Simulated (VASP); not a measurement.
## CdS: relaxation of cell and atoms with LDA

CdS:

```
CELL_PARAMETERS angstrom
0.00000 2.66976 2.66976
2.66976 0.00000 2.66976
2.66976 2.66976 0.00000
ATOMIC_POSITIONS crystal
Cd 0.00000 0.00000 0.00000
S 0.50000 0.50000 0.50000
```

```
Program                : VASP 6.6.1
Task                   : relaxation of cell and atoms
Functional             : LDA
Potentials or basis    : VASP PAW LDA potentials, release 64 (Cd, S)
Cutoff                 : 600 eV
k mesh                 : 16 × 16 × 16
Occupations            : fermi-dirac, width 0.08 eV
Spin                   : no spin polarisation
Target pressure        : 7 GPa
Dipole correction      : no
Further INCAR settings : ALGO = Normal; EDIFF = 1e-06; IBRION = 2; EDIFFG = -0.002; NSW = 100; ISIF = 3
```

```json
{"Relaxed volume": "17.97 Å³/atom", "Relaxed cell": "a = 3.704 Å, b = 3.704 Å, c = 3.704 Å, α = 60.00°, β = 60.00°, γ = 60.00°", "Space group after relaxing (to 0.1 Å)": "Fm-3m (No. 225)", "Energy change on relaxing (the run minimises the enthalpy)": "+24.5 meV/atom", "Ionic steps": "7", "Pressure after relaxing": "7.0 GPa", "Band gap on the k mesh": "zero (bands 9 and 10 overlap by 0.04 eV)"}
```

Step by step:
| step | energy change (eV) | largest force (eV/Å) | pressure (GPa) | volume (Å³) |
| --- | --- | --- | --- | --- |
| 1 | 0.0000 | 0.0000 | 0.72 | 38.06 |
| 2 | 0.1696 | 0.0000 | 14.37 | 34.10 |
| 3 | 0.0481 | 0.0000 | 6.94 | 35.95 |
| 4 | 0.0499 | 0.0000 | 7.10 | 35.91 |
| 5 | 0.0476 | 0.0000 | 6.89 | 35.96 |
| 6 | 0.0488 | 0.0000 | 6.98 | 35.94 |
| 7 | 0.0490 | 0.0000 | 7.02 | 35.93 |

Final structure:
```
Cd S
1.0
     0.00000    2.61912    2.61912
     2.61912    0.00000    2.61912
     2.61912    2.61912    0.00000
Cd S
1 1
Direct
  0.00000 0.00000 0.00000
  0.50000 0.50000 0.50000
```

Levels at points of the mesh, in eV from the Fermi level:
```
           k point  band 7  band 8  band 9  band 10  band 11  band 12
(0.00, 0.00, 0.00)   -1.27   -1.27   -1.27     1.14     8.99     8.99
(0.50, 0.00, 0.00)   -5.76   -0.18   -0.18     2.98     5.40     5.40
(0.50, 0.50, 0.00)   -5.48   -2.96   -2.96    -0.22     5.53    10.33
```

Wall time 6.3 min on 1 thread of Intel Xeon 8259CL, on a shared host, peak memory 0.23 GiB.

Caveat: the cell is relaxed towards a set pressure, so the run minimises the enthalpy, not the energy; semilocal functionals underestimate gaps, and a narrow one can read as zero.
